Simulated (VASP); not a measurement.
# Mg2Ge2N (I4/mmm) in VASP: a series of runs

Mg2Ge2N is run at these levels: PBE; tasks: single point.

Program: VASP 6.6.1. These are calculated values, not measurements. Logs are shortened: lines on timing, memory, paths and dates and some standing lists are left out, and cuts for length are marked.

## 1. The cell of the first run

It takes space group I4/mmm (No. 139, tetragonal). Conventional cell: a = 3.964 Å, b = 3.964 Å, c = 9.821 Å, α = 90.00°, β = 90.00°, γ = 90.00°. Within 3.1 Å of Mg (site symmetry -4m2) lie 4 Ge at 2.33 Å and 4 Mg at 2.80 Å. Ge (site symmetry 4mm) has 4 Mg at 2.33 Å and 1 Ge at 2.46 Å and 4 N at 3.06 Å within 3.1 Å. Within 4.0 Å of N (site symmetry 4/mmm) lie 10 Ge at 3.06 to 3.68 Å and 8 Mg at 3.16 Å and 4 N at 3.96 Å.

## 2. Single point, PBE

INCAR reads:

```
SYSTEM = Mg2Ge2N
PREC = Accurate
ENCUT = 520
EDIFF = 1E-6
ISMEAR = 0
SIGMA = 0.1
LREAL = .FALSE.
LASPH = .TRUE.
NELM = 80
ALGO = Normal
ISIF = 2
LWAVE = .FALSE.
LCHARG = .FALSE.
GGA = PE
NBANDS = 26
```

KPOINTS reads:

```
Automatic mesh
0
G
  6 6 6
  0 0 0
```

POSCAR reads:

```
Mg2Ge2N
1.0
   -1.9818049300      1.9818049300      4.9106023600
    1.9818049300     -1.9818049300      4.9106023600
    1.9818049300      1.9818049300     -4.9106023600
Mg Ge N
2 2 1
Direct
    0.7500000000      0.2500000000      0.5000000000
    0.2500000000      0.7500000000      0.5000000000
    0.3750000000      0.3750000000      0.0000000000
    0.6250000000      0.6250000000      0.0000000000
    0.0000000000      0.0000000000      0.0000000000
```

Potentials or basis: VASP PAW PBE potentials, release 64 (Mg, Ge_d, N).

Command:

```console
$ cat potpaw_PBE.64/Mg/POTCAR potpaw_PBE.64/Ge_d/POTCAR potpaw_PBE.64/N/POTCAR > POTCAR
$ mpirun -np 1 vasp_std > vasp.out
```

OUTCAR:

```text
SYSTEM = Mg2Ge2N
   PREC = Accurate
   ENCUT = 520
   EDIFF = 1E-6
   ISMEAR = 0
   LREAL = .FALSE.
   LASPH = .TRUE.
   NELM = 80
   ISIF = 2
   GGA = PE

 ion  position               nearest neighbor table
   1  0.750  0.250  0.500-   3 2.33   4 2.33   3 2.33   4 2.33   2 2.80   2 2.80   2 2.80   2 2.80

   2  0.250  0.750  0.500-   3 2.33   4 2.33   3 2.33   4 2.33   1 2.80   1 2.80   1 2.80   1 2.80

   3  0.375  0.375  0.000-   1 2.33   2 2.33   2 2.33   1 2.33   4 2.46
   4  0.625  0.625  0.000-   2 2.33   1 2.33   1 2.33   2 2.33   3 2.46
   5  0.000  0.000  0.000-

  LATTYP: Found a body centered tetragonal cell.
 ALAT       =     3.9636098600
 C/A-ratio  =     2.4778434475

  Lattice vectors:

 A1 = (  -1.9818049300,   1.9818049300,   4.9106023600)
 A2 = (   1.9818049300,  -1.9818049300,   4.9106023600)
 A3 = (   1.9818049300,   1.9818049300,  -4.9106023600)

Analysis of symmetry for initial positions (statically):
=====================================================================
 Subroutine PRICEL returns:
 Original cell was already a primitive cell.

 Routine SETGRP: Setting up the symmetry group for a
 body centered tetragonal supercell.

 Subroutine GETGRP returns: Found 16 space group operations
 (whereof 16 operations were pure point group operations)
 out of a pool of 16 trial point group operations.

The static configuration has the point symmetry D_4h.

Analysis of symmetry for dynamics (positions and initial velocities):
=====================================================================
 Subroutine PRICEL returns:
 Original cell was already a primitive cell.

 Routine SETGRP: Setting up the symmetry group for a
 body centered tetragonal supercell.

 Subroutine GETGRP returns: Found 16 space group operations
 (whereof 16 operations were pure point group operations)
 out of a pool of 16 trial point group operations.

The dynamic configuration has the point symmetry D_4h.

 Subroutine INISYM returns: Found 16 space group operations
 (whereof 16 operations are pure point group operations),
 and found     1 'primitive' translations

----------------------------------------------------------------------------------------

                                     Primitive cell

  volume of cell :      77.1466

  direct lattice vectors                    reciprocal lattice vectors
    -1.981804930  1.981804930  4.910602360     0.000000000  0.252295265  0.101820503
     1.981804930 -1.981804930  4.910602360     0.252295265  0.000000000  0.101820503
     1.981804930  1.981804930 -4.910602360     0.252295265  0.252295265  0.000000000

  length of vectors
     5.654123902  5.654123902  5.654123902     0.272066748  0.272066748  0.356799385

  position of ions in fractional coordinates (direct lattice)
     0.750000000  0.250000000  0.500000000
     0.250000000  0.750000000  0.500000000
     0.375000000  0.375000000  0.000000000
     0.625000000  0.625000000  0.000000000
     0.000000000  0.000000000  0.000000000

  ion indices of the primitive-cell ions
   primitive index   ion index
                 1           1
                 2           2
                 3           3
                 4           4
                 5           5

----------------------------------------------------------------------------------------

 KPOINTS: Automatic mesh

Automatic generation of k-mesh.
 Grid dimensions read from file:
 generate k-points for:    6    6    6

 Generating k-lattice:

  Cartesian coordinates                     Fractional coordinates (reciprocal lattice)
     0.000000000  0.042049211  0.016970084     0.166666667  0.000000000 -0.000000000
     0.042049211  0.000000000  0.016970084     0.000000000  0.166666667 -0.000000000
     0.042049211  0.042049211  0.000000000     0.000000000  0.000000000  0.166666667

  Length of vectors
     0.045344458  0.045344458  0.059466564

  Shift w.r.t. Gamma in fractional coordinates (k-lattice)
     0.000000000  0.000000000  0.000000000

 Subroutine IBZKPT returns following result:
 ===========================================

 Found     30 irreducible k-points:

 Following reciprocal coordinates:
            Coordinates               Weight
  0.000000  0.000000  0.000000      1.000000
  0.166667 -0.000000  0.000000      8.000000
  0.333333 -0.000000  0.000000      8.000000
  0.500000  0.000000 -0.000000      4.000000
  0.166667  0.166667  0.000000      8.000000
  0.333333  0.166667 -0.000000     16.000000
[... 16 lines left out ...]
 -0.333333 -0.333333  0.166667      8.000000
 -0.166667 -0.333333  0.166667      8.000000
 [... further k-points ...]
   k-points           NKPTS =     30   k-points in BZ     NKDIM =     30   number of bands    NBANDS=     26
   number of dos      NEDOS =    301   number of ions     NIONS =      5
   total plane-waves  NPLWV =  74088
   dimension x,y,z NGX =    42 NGY =   42 NGZ =   42
   dimension x,y,z NGXF=    84 NGYF=   84 NGZF=   84
   ions per type =               2   2   1
   NGX,Y,Z   is equivalent  to a cutoff of  12.35, 12.35, 12.35 a.u.
   NGXF,Y,Z  is equivalent  to a cutoff of  24.70, 24.70, 24.70 a.u.
 SYSTEM =  Mg2Ge2N
   PREC   = accura    normal or accurate (medium, high low for compatibility)
   ISTART =      0    job   : 0-new  1-cont  2-samecut
   ICHARG =      2    charge: 1-file 2-atom 10-const
   ISPIN  =      1    spin polarized calculation?
   LNONCOLLINEAR =      F non collinear calculations
   LSORBIT =      F    spin-orbit coupling
   LASPH  =      T    aspherical Exc in radial PAW
   ENCUT  =  520.0 eV  38.22 Ry    6.18 a.u.  10.51 10.51 10.51*2*pi/ulx,y,z
   NELM   =     80;   NELMIN=  2; NELMDL= -5     # of ELM steps
   EDIFF  = 0.1E-05   stopping-criterion for ELM
   LREAL  =      F    real-space projection
   EDIFFG = 0.1E-04   stopping-criterion for IOM
   NSW    =      0    number of steps for IOM
   IBRION =     -1    ionic relax: 0-MD 1-quasi-New 2-CG
   NFREE  =      0    steps in history (QN), initial steepest desc. (CG)
   ISIF   =      2    stress and relaxation
   ISYM   =      2    0-nonsym 1-usesym 2-fastsym
   POTIM  = 0.5000    time-step for ionic-motion
   TEBEG  =    0.0;   TEEND  =   0.0 temperature during run
   PSTRESS=    0.0 pullay stress
   NELECT =      37.0000    total number of electrons
   NUPDOWN=      -1.0000    fix difference up-down
   EMIN   =  10.00;   EMAX   =-10.00  energy-range for DOS
   EFERMI =   0.00;   METHOD = LEGACY
   ISMEAR =     0;   SIGMA  =   0.10  broadening in eV -4-tet -1-fermi 0-gaus
   EFERMI_NEDOS =   21; number of points for ismear=-14 and -15
   IALGO  =     38    algorithm
   IMIX   =      4    mixing-type and parameters
     AMIX     =   0.40;   BMIX     =  1.00
     AMIX_MAG =   1.60;   BMIX_MAG =  1.00
  volume/ion in A,a.u.               =      15.43       104.12
  Fermi-wavevector in a.u.,A,eV,Ry     =   1.281455  2.421598 22.342478  1.642126
  Thomas-Fermi vector in A             =   2.413823
   LORBIT       =      0    0 simple, 1 ext, 2 COOP (PROOUT), +10 PAW based schemes
   GGA     = PE    functional components
   LHFCALC =     F    Hartree Fock is set to
   AEXX    =    0.0000 exact exchange contribution
   IVDW    =     0    specifies the selected vdW correction
   LEPSILON=     F    determine dielectric tensor
   LRPA    =     F    only Hartree local field effects (RPA)
 non-spin polarized calculation
 Gauss-broadening in eV      SIGMA  =   0.10
  energy-cutoff  :      520.00
  volume of cell :       77.15
 maximum number of plane-waves:      2110
   NGX = 21   NGY = 21   NGZ = 21

 number of electron      37.0000006 magnetization

 Free energy of the ion-electron system (eV)
  ---------------------------------------------------
  ext. energy  EPLUGINS =         0.00000000
  ---------------------------------------------------
  free energy    TOTEN  =       -12.06932873 eV

  energy without entropy =      -12.05505312  energy(sigma->0) =      -12.06219093

 E-fermi :   4.8319     XC(G=0): -10.5420

 val. band max:        4.8287787203   @ k =  -0.1667   0.5000   0.1667
 cond. band min:       4.8379432035   @ k =  -0.3333   0.1667   0.0000
 fundamental gap:      0.0091644833
 Fermi energy:         4.8319230164

 k-point     1 :       0.0000    0.0000    0.0000
  band No.  band energies     occupation
      1     -19.6059      2.00000
      2     -19.5714      2.00000
      3     -19.5653      2.00000
      4     -19.5495      2.00000
      5     -19.5495      2.00000
      6     -19.5334      2.00000
[... 18 lines left out ...]
     25      12.2913      0.00000
     26      12.4869      0.00000

 k-point     2 :       0.1667   -0.0000    0.0000
  band No.  band energies     occupation
      1     -19.6061      2.00000
      2     -19.5710      2.00000
      3     -19.5635      2.00000
      4     -19.5516      2.00000
      5     -19.5510      2.00000
      6     -19.5329      2.00000
[... 18 lines left out ...]
     25      12.0684      0.00000
     26      13.0759      0.00000

 k-point     3 :       0.3333   -0.0000    0.0000
  band No.  band energies     occupation
      1     -19.6064      2.00000
      2     -19.5697      2.00000
      3     -19.5605      2.00000
      4     -19.5554      2.00000
      5     -19.5535      2.00000
      6     -19.5323      2.00000
[... 18 lines left out ...]
     25      11.2882      0.00000
     26      12.9816      0.00000

 k-point     4 :       0.5000    0.0000   -0.0000
  band No.  band energies     occupation
      1     -19.6066      2.00000
      2     -19.5690      2.00000
      3     -19.5599      2.00000
      4     -19.5565      2.00000
      5     -19.5546      2.00000
      6     -19.5321      2.00000
[... 18 lines left out ...]
     25      10.7965      0.00000
     26      12.5580      0.00000

 k-point     5 :       0.1667    0.1667    0.0000
  band No.  band energies     occupation
      1     -19.6065      2.00000
      2     -19.5708      2.00000
      3     -19.5614      2.00000
      4     -19.5545      2.00000
      5     -19.5525      2.00000
      6     -19.5325      2.00000
[... 18 lines left out ...]
     25      11.9557      0.00000
     26      12.1882      0.00000

 k-point     6 :       0.3333    0.1667   -0.0000
  band No.  band energies     occupation
      1     -19.6066      2.00000
      2     -19.5691      2.00000
      3     -19.5592      2.00000
      4     -19.5563      2.00000
      5     -19.5553      2.00000
      6     -19.5323      2.00000
[... 427 lines left out ...]
 k-point    21 :      -0.3333    0.5000    0.1667
  band No.  band energies     occupation
      1     -19.6074      2.00000
      2     -19.5701      2.00000
      3     -19.5603      2.00000
      4     -19.5575      2.00000
      5     -19.5553      2.00000
      6     -19.5305      2.00000
[... 18 lines left out ...]
     25      11.3588      0.00000
     26      12.0620      0.00000

 k-point    22 :      -0.1667    0.5000    0.1667
  band No.  band energies     occupation
      1     -19.6075      2.00000
      2     -19.5710      2.00000
      3     -19.5597      2.00000
      4     -19.5572      2.00000
      5     -19.5556      2.00000
      6     -19.5309      2.00000
[... 18 lines left out ...]
     25      11.1776      0.00000
     26      12.2195      0.00000

 k-point    23 :      -0.3333   -0.3333    0.1667
  band No.  band energies     occupation
      1     -19.6081      2.00000
      2     -19.5726      2.00000
      3     -19.5598      2.00000
      4     -19.5574      2.00000
      5     -19.5561      2.00000
      6     -19.5303      2.00000
[... 18 lines left out ...]
     25      11.2245      0.00000
     26      12.5061      0.00000

 k-point    24 :      -0.1667   -0.3333    0.1667
  band No.  band energies     occupation
      1     -19.6077      2.00000
      2     -19.5731      2.00000
      3     -19.5615      2.00000
      4     -19.5551      2.00000
      5     -19.5544      2.00000
      6     -19.5313      2.00000
[... 18 lines left out ...]
     25      11.7361      0.00000
     26      11.9415      0.00000

 [... further k-points ...]
[... 5 lines left out ...]
  --------------------------------------------------------------------------------------
  -------------------------------------------------------------------------------------
  Total       17.1496916     17.1496916      6.4269050      0.0000000      0.0000000     -0.0000000
  in kB      356.1642536    356.1642536    133.4737608      0.0000000      0.0000000     -0.0000000
  external PRESSURE =     281.9340893 kB  Pullay stress =       0.0000000 kB

 VOLUME and BASIS-vectors are now :
 -----------------------------------------------------------------------------
  energy-cutoff  :      520.00
  volume of cell :       77.15
      direct lattice vectors                 reciprocal lattice vectors
    -1.981804930  1.981804930  4.910602360     0.000000000  0.252295265  0.101820503
     1.981804930 -1.981804930  4.910602360     0.252295265  0.000000000  0.101820503
     1.981804930  1.981804930 -4.910602360     0.252295265  0.252295265  0.000000000

 POSITION                                       TOTAL-FORCE (eV/Angst)
 -----------------------------------------------------------------------------------
      0.00000      1.98180      2.45530        -0.000000     -0.000000     -0.000000
      1.98180      0.00000      2.45530        -0.000000     -0.000000     -0.000000
      0.00000      0.00000      3.68295        -0.000000     -0.000000      5.940238
      0.00000      0.00000      6.13825         0.000000      0.000000     -5.940238
      0.00000      0.00000      0.00000        -0.000000     -0.000000     -0.000000
 -----------------------------------------------------------------------------------
    total drift:                               -0.000000      0.000000     -0.000000

  FREE ENERGIE OF THE ION-ELECTRON SYSTEM (eV)
  ---------------------------------------------------
  free  energy   TOTEN  =       -12.0693287342 eV

  energy  without entropy=      -12.0550531183  energy(sigma->0) =      -12.06219093
```

Wall time 47 s (1 thread of AMD EPYC 9R45 (Zen 5), shared host); peak memory 0.26 GiB.

Results:

* Free energy: -12.0693 eV
* Pressure: 28.2 GPa
* Largest force: 5.940 eV/Å

Forces on the atoms (eV/Å):
```
Mg   0.000  0.000  0.000
Mg   0.000  0.000  0.000
Ge   0.000  0.000  5.940
Ge   0.000  0.000 -5.940
N    0.000  0.000  0.000
```

Stress tensor (GPa, compression positive):
```
35.62  0.00  0.00
 0.00 35.62  0.00
 0.00  0.00 13.35
```

Levels at points of the mesh, in eV from the Fermi level:
```
           k point  band 16  band 17  band 18  band 19  band 20  band 21  band 22  band 23
(0.00, 0.00, 0.00)    -1.78    -1.78    -1.05    -1.05     1.95     1.95     3.66     4.81
(0.50, 0.00, 0.00)    -1.61    -0.93    -0.49    -0.23     0.64     1.12     2.74     5.76
(0.50, 0.50, 0.00)    -3.59    -2.67    -1.75    -0.04    -0.03     1.85     3.07     5.06
(0.50, 0.50, 0.50)    -1.09    -0.69     0.58     0.58     1.94     1.94     2.54     3.44
```

Caveat: the k points lie up to 0.37 Å⁻¹ apart; forces of over 1 eV/Å act on the atoms, so gaps and moduli don't describe the material at rest.

(Continued in part 2 of 2.)
